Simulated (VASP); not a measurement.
# Se (P-1) in VASP: a series of runs

Se is run at these levels: BLYP+D4, PBEsol; tasks: single point.

All numbers are computed with VASP 6.6.1; they aren't measurements. Logs are shortened: lines on timing, memory, paths and dates and some standing lists are left out, and cuts for length are marked.

## Step 1: The cell of the first run

The typed cell holds 1 atom: a = 2.790 Å, b = 2.800 Å, c = 2.843 Å, α = 89.79°, β = 90.13°, γ = 88.15°.

## Step 2: Single point, BLYP+D4 (the cell strained at random)

Input file INCAR:

```
PREC = Accurate
ENCUT = 520
EDIFF = 1E-6
ISMEAR = 0
SIGMA = 0.05
LREAL = F
LASPH = T
NELM = 80
ALGO = Normal
ISIF = 2
LWAVE = F
LCHARG = F
GGA = B5
ALDAX = 1.0
AGGAX = 1.0
AGGAC = 1.0
ALDAC = 0.0
IVDW = 13
VDW_S6 = 1.0
VDW_S8 = 2.34076671
VDW_A1 = 0.44488865
VDW_A2 = 4.0933009
NBANDS = 9
```

Input file KPOINTS:

```
Automatic mesh
0
Gamma
  9 9 9
```

Input file POSCAR:

```
Se
1.0
    2.7895160000      0.0450880000     -0.0033490000
    0.0450880000      2.7997670000      0.0051240000
   -0.0033490000      0.0051240000      2.8434420000
Se
1
Direct
    0.0452770000      0.0008780000     -0.0072040000
```

Potentials or basis: VASP PAW PBE potentials, release 64 (Se).

On the command line:

```
$ cat potpaw_PBE.64/Se/POTCAR > POTCAR
$ mpirun -np 1 vasp_std > vasp.out
```

OUTCAR:

```text
PREC = Accurate
   ENCUT = 520
   EDIFF = 1E-6
   ISMEAR = 0
   LREAL = F
   LASPH = T
   NELM = 80
   ISIF = 2
   GGA = B5
   IVDW = 13

 ion  position               nearest neighbor table
   1  0.045  0.001  0.993-

  LATTYP: Found a triclinic cell.
 ALAT       =     3.8884718376
 B/A-ratio  =     0.7174752679
 C/A-ratio  =     0.7312509150
 COS(alpha) =     0.0023489236
 COS(beta)  =     0.0042868739
 COS(gamma) =     0.6942466887

  Lattice vectors:

 A1 = (  -2.7444280000,   2.7546790000,   0.0084730000)
 A2 = (  -2.7895160000,  -0.0450880000,   0.0033490000)
 A3 = (  -0.0033490000,   0.0051240000,   2.8434420000)

Analysis of symmetry for initial positions (statically):
=====================================================================
 Subroutine PRICEL returns:
 Original cell was already a primitive cell.

 Routine SETGRP: Setting up the symmetry group for a
 triclinic supercell.

 Subroutine GETGRP returns: Found  2 space group operations
 (whereof  1 operations were pure point group operations)
 out of a pool of  2 trial point group operations.

The static configuration has the point symmetry C_1 .
 The point group associated with its full space group is S_2 .

Analysis of symmetry for dynamics (positions and initial velocities):
=====================================================================
 Subroutine PRICEL returns:
 Original cell was already a primitive cell.

 Routine SETGRP: Setting up the symmetry group for a
 triclinic supercell.

 Subroutine GETGRP returns: Found  2 space group operations
 (whereof  1 operations were pure point group operations)
 out of a pool of  2 trial point group operations.

The dynamic configuration has the point symmetry C_1 .
 The point group associated with its full space group is S_2 .

 Subroutine INISYM returns: Found  2 space group operations
 (whereof  1 operations are pure point group operations),
 and found     1 'primitive' translations

----------------------------------------------------------------------------------------

                                     Primitive cell

  volume of cell :      22.2014

  direct lattice vectors                    reciprocal lattice vectors
     2.789516000  0.045088000 -0.003349000     0.358578998 -0.005775419  0.000432741
     0.045088000  2.799767000  0.005124000    -0.005775419  0.357266778 -0.000650612
    -0.003349000  0.005124000  2.843442000     0.000432741 -0.000650612  0.351688124

  length of vectors
     2.789882373  2.800134718  2.843448589     0.358625766  0.357314049  0.351688992

  position of ions in fractional coordinates (direct lattice)
     0.045277000  0.000878000  0.992796000

  ion indices of the primitive-cell ions
   primitive index   ion index
                 1           1

----------------------------------------------------------------------------------------

 KPOINTS: Automatic mesh

Automatic generation of k-mesh.
 Grid dimensions read from file:
 generate k-points for:    9    9    9

 Generating k-lattice:

  Cartesian coordinates                     Fractional coordinates (reciprocal lattice)
     0.039842111 -0.000641713  0.000048082     0.111111111  0.000000000  0.000000000
    -0.000641713  0.039696309 -0.000072290     0.000000000  0.111111111  0.000000000
     0.000048082 -0.000072290  0.039076458     0.000000000  0.000000000  0.111111111

  Length of vectors
     0.039847307  0.039701561  0.039076555

  Shift w.r.t. Gamma in fractional coordinates (k-lattice)
     0.000000000  0.000000000  0.000000000

 Subroutine IBZKPT returns following result:
 ===========================================

 Found    365 irreducible k-points:

 Following reciprocal coordinates:
            Coordinates               Weight
  0.000000  0.000000  0.000000      1.000000
  0.111111 -0.000000  0.000000      2.000000
  0.222222  0.000000  0.000000      2.000000
  0.333333 -0.000000 -0.000000      2.000000
  0.444444  0.000000  0.000000      2.000000
 -0.000000  0.111111  0.000000      2.000000
[... 16 lines left out ...]
 -0.111111  0.222222  0.000000      2.000000
 -0.000000  0.333333  0.000000      2.000000
 [... further k-points ...]
   k-points           NKPTS =    365   k-points in BZ     NKDIM =    365   number of bands    NBANDS=      9
   number of dos      NEDOS =    301   number of ions     NIONS =      1
   total plane-waves  NPLWV =  13824
   dimension x,y,z NGX =    24 NGY =   24 NGZ =   24
   dimension x,y,z NGXF=    48 NGYF=   48 NGZF=   48
   ions per type =               1
   NGX,Y,Z   is equivalent  to a cutoff of  14.30, 14.25, 14.03 a.u.
   NGXF,Y,Z  is equivalent  to a cutoff of  28.60, 28.50, 28.06 a.u.
 SYSTEM =  unknown system
   PREC   = accura    normal or accurate (medium, high low for compatibility)
   ISTART =      0    job   : 0-new  1-cont  2-samecut
   ICHARG =      2    charge: 1-file 2-atom 10-const
   ISPIN  =      1    spin polarized calculation?
   LNONCOLLINEAR =      F non collinear calculations
   LSORBIT =      F    spin-orbit coupling
   LASPH  =      T    aspherical Exc in radial PAW
   ENCUT  =  520.0 eV  38.22 Ry    6.18 a.u.   5.19  5.21  5.29*2*pi/ulx,y,z
   NELM   =     80;   NELMIN=  2; NELMDL= -5     # of ELM steps
   EDIFF  = 0.1E-05   stopping-criterion for ELM
   LREAL  =      F    real-space projection
   EDIFFG = 0.1E-04   stopping-criterion for IOM
   NSW    =      0    number of steps for IOM
   IBRION =     -1    ionic relax: 0-MD 1-quasi-New 2-CG
   NFREE  =      0    steps in history (QN), initial steepest desc. (CG)
   ISIF   =      2    stress and relaxation
   ISYM   =      2    0-nonsym 1-usesym 2-fastsym
   POTIM  = 0.5000    time-step for ionic-motion
   TEBEG  =    0.0;   TEEND  =   0.0 temperature during run
   PSTRESS=    0.0 pullay stress
   NELECT =       6.0000    total number of electrons
   NUPDOWN=      -1.0000    fix difference up-down
   EMIN   =  10.00;   EMAX   =-10.00  energy-range for DOS
   EFERMI =   0.00;   METHOD = LEGACY
   ISMEAR =     0;   SIGMA  =   0.05  broadening in eV -4-tet -1-fermi 0-gaus
   EFERMI_NEDOS =   21; number of points for ismear=-14 and -15
   IALGO  =     38    algorithm
   IMIX   =      4    mixing-type and parameters
     AMIX     =   0.40;   BMIX     =  1.00
     AMIX_MAG =   1.60;   BMIX_MAG =  1.00
  volume/ion in A,a.u.               =      22.20       149.82
  Fermi-wavevector in a.u.,A,eV,Ry     =   1.058438  2.000157 15.242472  1.120290
  Thomas-Fermi vector in A             =   2.193747
   LORBIT       =      0    0 simple, 1 ext, 2 COOP (PROOUT), +10 PAW based schemes
   GGA     = B5    functional components
   LHFCALC =     F    Hartree Fock is set to
   AEXX    =    0.0000 exact exchange contribution
   IVDW    =    13    specifies the selected vdW correction
   LEPSILON=     F    determine dielectric tensor
   LRPA    =     F    only Hartree local field effects (RPA)
 non-spin polarized calculation
 Gauss-broadening in eV      SIGMA  =   0.05
  energy-cutoff  :      520.00
  volume of cell :       22.20
 maximum number of plane-waves:       610
 NGX is ok and might be reduce to    24
   NGX = 11   NGY = 11   NGZ = 11

 number of electron       6.0000001 magnetization

 Free energy of the ion-electron system (eV)
  ---------------------------------------------------
  ext. energy  EPLUGINS =         0.00000000
  ---------------------------------------------------
  free energy    TOTEN  =        -2.70402751 eV

  energy without entropy =       -2.70307050  energy(sigma->0) =       -2.70354901

 E-fermi :   5.3417     XC(G=0):  -9.3520

 val. band max:        5.3408200840   @ k =  -0.2222  -0.4444   0.3333
 cond. band min:       5.3449610675   @ k =   0.4444   0.2222   0.3333
 fundamental gap:      0.0041409835
 Fermi energy:         5.3416829155

 k-point     1 :       0.0000    0.0000    0.0000
  band No.  band energies     occupation
      1     -10.8505      2.00000
      2       6.4172      0.00000
      3       6.7665      0.00000
      4       6.9667      0.00000
      5      13.0538      0.00000
      6      13.3501      0.00000
      7      13.7745      0.00000
      8      27.4657      0.00000
      9      27.6578      0.00000

 k-point     2 :       0.1111   -0.0000    0.0000
  band No.  band energies     occupation
      1     -10.6686      2.00000
      2       5.2261      1.99893
      3       6.5614      0.00000
      4       6.9621      0.00000
      5      13.2571      0.00000
      6      13.7150      0.00000
      7      15.6570      0.00000
      8      25.1318      0.00000
      9      25.3539      0.00000

 k-point     3 :       0.2222    0.0000    0.0000
  band No.  band energies     occupation
      1     -10.1505      2.00000
      2       2.4566      2.00000
      3       6.9558      0.00000
      4       7.3436      0.00000
      5      13.8064      0.00000
      6      14.3444      0.00000
      7      19.2022      0.00000
      8      22.2916      0.00000
      9      22.6273      0.00000

 k-point     4 :       0.3333   -0.0000   -0.0000
  band No.  band energies     occupation
      1      -9.4107      2.00000
      2       0.0301      2.00000
      3       7.4719      0.00000
      4       7.8445      0.00000
      5      14.5915      0.00000
      6      15.3624      0.00000
      7      20.0361      0.00000
      8      20.1020      0.00000
      9      20.8609      0.00000
[... 205 lines left out ...]
 k-point    22 :      -0.2222    0.2222    0.0000
  band No.  band energies     occupation
      1      -9.4348      2.00000
      2       2.9030      2.00000
      3       3.0001      2.00000
      4       7.4903      0.00000
      5      14.6060      0.00000
      6      16.8430      0.00000
      7      20.3852      0.00000
      8      21.3190      0.00000
      9      22.3651      0.00000

 k-point    23 :      -0.1111    0.2222    0.0000
  band No.  band energies     occupation
      1      -9.9650      2.00000
      2       2.5214      2.00000
      3       5.6957      0.00000
      4       7.0972      0.00000
      5      14.0723      0.00000
      6      16.3626      0.00000
      7      19.0703      0.00000
      8      21.6733      0.00000
      9      22.3368      0.00000

 k-point    24 :      -0.0000    0.3333    0.0000
  band No.  band energies     occupation
      1      -9.4376      2.00000
      2       0.0227      2.00000
      3       7.4508      0.00000
      4       7.9168      0.00000
      5      14.5744      0.00000
      6      15.4308      0.00000
      7      20.0344      0.00000
      8      20.1183      0.00000
      9      20.9028      0.00000

 [... further k-points ...]

------------------------ aborting loop because EDIFF is reached ----------------------------------------

  DFT-D4 for vdW energy calculation

  Edisp (eV):   -0.83343

  FORCE on cell =-STRESS in cart. coord.  units (eV):
  Direction    XX          YY          ZZ          XY          YZ          ZX
  --------------------------------------------------------------------------------------
  -------------------------------------------------------------------------------------
  Total       0.26726     0.34732     0.21456    -0.01867    -0.00051    -0.00069
  in kB      19.28713    25.06436    15.48405    -1.34735    -0.03717    -0.05014
  external pressure =       19.95 kB  Pullay stress =        0.00 kB

 VOLUME and BASIS-vectors are now :
 -----------------------------------------------------------------------------
  energy-cutoff  :      520.00
  volume of cell :       22.20
      direct lattice vectors                 reciprocal lattice vectors
     2.789516000  0.045088000 -0.003349000     0.358578998 -0.005775419  0.000432741
     0.045088000  2.799767000  0.005124000    -0.005775419  0.357266778 -0.000650612
    -0.003349000  0.005124000  2.843442000     0.000432741 -0.000650612  0.351688124

 POSITION                                       TOTAL-FORCE (eV/Angst)
 -----------------------------------------------------------------------------------
      0.12302      0.00959      2.82281        -0.000000     -0.000000      0.000000
 -----------------------------------------------------------------------------------
    total drift:                               -0.000000     -0.000000      0.000000

  FREE ENERGIE OF THE ION-ELECTRON SYSTEM (eV)
  ---------------------------------------------------
  free  energy   TOTEN  =        -3.5374535678 eV

  energy  without entropy=       -3.5364965550  energy(sigma->0) =       -3.53697506
```

Run time: 41 s. Hardware: 1 thread of AMD EPYC 9R45 (Zen 5), shared host; peak memory 0.15 GiB.

What came out:

```
Free energy                : -3.5375 eV
Pressure                   : 2.0 GPa
Band gap on the k mesh     : zero (band 3 reaches 8.04 eV, above the bottom of band 4 at 2.19 eV)
Dispersion energy per atom : -0.833 eV
```

Levels at points of the mesh, in eV from the Fermi level:
| k point | band 1 | band 2 | band 3 | band 4 | band 5 | band 6 | band 7 | band 8 |
| --- | --- | --- | --- | --- | --- | --- | --- | --- |
| (0.00, 0.00, 0.00) | -16.19 | 1.08 | 1.42 | 1.63 | 7.71 | 8.01 | 8.43 | 22.12 |

Caveat: the cell differs from its parent crystal (the cell strained at random); the PAW data sets were made with another functional, which shifts forces and pressure a little; pairwise dispersion overbinds metals, which lowers pressure and volume.

## Step 3: Single point, PBEsol (the cell strained at random)

Input file INCAR:

```
PREC = Accurate
ENCUT = 520
EDIFF = 1E-7
ISMEAR = 0
SIGMA = 0.1
LREAL = False
LASPH = True
NELM = 60
ALGO = Normal
ISIF = 2
LWAVE = False
LCHARG = False
GGA = PS
NBANDS = 9
```

KPOINTS is that of step 2.

Input file POSCAR:

```
Se
1.0
    2.8132370000      0.0394080000     -0.0321340000
    0.0394080000      2.8207050000     -0.0112920000
   -0.0321340000     -0.0112920000      2.7987520000
Se
1
Direct
    0.0000000000      0.0000000000      0.0000000000
```

Potentials or basis: VASP PAW PBE potentials, release 64 (Se).

On the command line:

```
$ cat potpaw_PBE.64/Se/POTCAR > POTCAR
$ mpirun -np 1 vasp_std > vasp.out
```

OUTCAR:

```text
PREC = Accurate
   ENCUT = 520
   EDIFF = 1E-7
   ISMEAR = 0
   LREAL = False
   LASPH = True
   NELM = 60
   ISIF = 2
   GGA = PS

 ion  position               nearest neighbor table
   1  0.000  0.000  0.000-

  LATTYP: Found a triclinic cell.
 ALAT       =     6.3423061634
 B/A-ratio  =     1.0036020126
 C/A-ratio  =     1.3229521093
 COS(alpha) =     0.0019299067
 COS(beta)  =     0.5898096213
 COS(gamma) =     0.8060147713

  Lattice vectors:

 A1 = (   5.6586080000,   0.0901080000,  -2.8630200000)
 A2 = (   5.6658820000,   2.8995210000,  -0.0755600000)
 A3 = (   2.7986890000,  -5.5794180000,  -5.6070540000)

Analysis of symmetry for initial positions (statically):
=====================================================================
 Subroutine PRICEL returns:
 Original cell was already a primitive cell.

 Routine SETGRP: Setting up the symmetry group for a
 triclinic supercell.

 Subroutine GETGRP returns: Found  2 space group operations
 (whereof  2 operations were pure point group operations)
 out of a pool of  2 trial point group operations.

The static configuration has the point symmetry S_2 .

Analysis of symmetry for dynamics (positions and initial velocities):
[... 157 lines left out ...]

 E-fermi :   4.7987     XC(G=0): -10.1594

 val. band max:        4.7952634160   @ k =   0.2222   0.3333   0.4444
 cond. band min:       4.8001796674   @ k =  -0.4444  -0.3333   0.2222
 fundamental gap:      0.0049162514
 Fermi energy:         4.7987134805

 k-point     1 :       0.0000    0.0000    0.0000
  band No.  band energies     occupation
      1     -11.4102      2.00000
      2       6.0841      0.00000
      3       6.2118      0.00000
      4       6.3620      0.00000
      5      12.4234      0.00000
      6      12.4983      0.00000
      7      12.6432      0.00000
      8      26.9453      0.00000
      9      27.1431      0.00000
[... 265 lines left out ...]
 k-point    24 :       0.0000    0.3333    0.0000
  band No.  band energies     occupation
      1     -10.0220      2.00000
      2      -0.6520      2.00000
      3       7.1754      0.00000
      4       7.3574      0.00000
      5      13.9496      0.00000
      6      14.4910      0.00000
      7      19.1099      0.00000
      8      19.7748      0.00000
      9      19.9886      0.00000

 [... further k-points ...]
[... 5 lines left out ...]
  --------------------------------------------------------------------------------------
  -------------------------------------------------------------------------------------
  Total       -0.2093337     -0.2040153     -0.2610383     -0.0018974      0.0047669     -0.0008987
  in kB      -15.1067078    -14.7228963    -18.8380035     -0.1369296      0.3440036     -0.0648579
  external PRESSURE =     -16.2225359 kB  Pullay stress =       0.0000000 kB

 VOLUME and BASIS-vectors are now :
 -----------------------------------------------------------------------------
  energy-cutoff  :      520.00
  volume of cell :       22.20
      direct lattice vectors                 reciprocal lattice vectors
     2.813237000  0.039408000 -0.032134000     0.355578175 -0.004951510  0.004062610
     0.039408000  2.820705000 -0.011292000    -0.004951510  0.354595976  0.001373822
    -0.032134000 -0.011292000  2.798752000     0.004062610  0.001373822  0.357354300

 POSITION                                       TOTAL-FORCE (eV/Angst)
 -----------------------------------------------------------------------------------
      0.00000      0.00000      0.00000         0.000000      0.000000     -0.000000
 -----------------------------------------------------------------------------------
    total drift:                               -0.000000      0.000000      0.000000

  FREE ENERGIE OF THE ION-ELECTRON SYSTEM (eV)
  ---------------------------------------------------
  free  energy   TOTEN  =        -3.7549405833 eV

  energy  without entropy=       -3.7512961465  energy(sigma->0) =       -3.75311836
```

OSZICAR:

```text
N       E                     dE             d eps       ncg     rms          rms(c)
DAV:   1     0.933144363355E+01    0.93314E+01   -0.28706E+03  6610   0.568E+02
DAV:   2    -0.344363302497E+01   -0.12775E+02   -0.12167E+02  8885   0.761E+01
DAV:   3    -0.375302063624E+01   -0.30939E+00   -0.30499E+00  7775   0.110E+01
DAV:   4    -0.375366530770E+01   -0.64467E-03   -0.64462E-03  9283   0.569E-01
DAV:   5    -0.375366582357E+01   -0.51587E-06   -0.51572E-06  7629   0.131E-02    0.389E+00
DAV:   6    -0.375433703528E+01   -0.67121E-03   -0.74011E-04  7710   0.171E-01    0.232E+00
DAV:   7    -0.375493607197E+01   -0.59904E-03   -0.14158E-03  6923   0.242E-01    0.454E-02
DAV:   8    -0.375493887062E+01   -0.27986E-05   -0.66386E-05  7337   0.468E-02    0.703E-03
DAV:   9    -0.375494031970E+01   -0.14491E-05   -0.17486E-06  8395   0.842E-03    0.386E-03
DAV:  10    -0.375494058488E+01   -0.26518E-06   -0.78718E-07  6993   0.470E-03    0.625E-04
DAV:  11    -0.375494058333E+01    0.15504E-08   -0.32295E-08  4374   0.102E-03
   1 F= -.37549406E+01 E0= -.37531184E+01  d E =-.364444E-02
```

Run time: 15 s. Hardware: 1 thread of Intel Xeon 6975P-C (Granite Rapids), shared host; peak memory 0.19 GiB.

Results:

* Free energy: -3.7549 eV
* Pressure: -1.6 GPa
* Band gap on the k mesh: zero (band 3 reaches 7.54 eV, above the bottom of band 4 at 1.64 eV)

Caveat: the cell differs from its parent crystal (the cell strained at random); the PAW data sets were made with another functional, which shifts forces and pressure a little.

(Part 1 of 2 ends here.)
